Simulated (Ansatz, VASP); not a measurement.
One calculation of NbCd3, two programs

```xyz
4
Lattice="4.1290 0.0000 0.0000 0.0000 4.1290 0.0000 0.0000 0.0000 4.1290" Properties=species:S:1:pos:R:3 pbc="T T T"
Nb    0.0000    0.0000    0.0000
Cd    0.0000    2.0645    2.0645
Cd    2.0645    0.0000    2.0645
Cd    2.0645    2.0645    0.0000
```

Change from the starting cell: volume scaled by 0.94.

Alike in both runs: task single point; functional LDA; k mesh 9 × 9 × 9; occupations fermi-dirac, width 0.08 eV; no spin polarisation.

```csv
,VASP,Ansatz
version,VASP 6.6.1,Ansatz 0.2.0
potentials or method,"VASP PAW LDA potentials, release 64 (Nb_sv, Cd), cutoff 520 eV","all-electron LAPW, scalar-relativistic"
```

Ansatz gave:

| Item | Value |
| --- | --- |
| pressure (GPa) | 5.5 |

Estimate VASP's values.

pressure (GPa): 6.6.

LDA's correlation is that of Perdew and Zunger in VASP and of Perdew and Wang (1992) in Ansatz. Ansatz ran all-electron here, and VASP with PAW potentials.
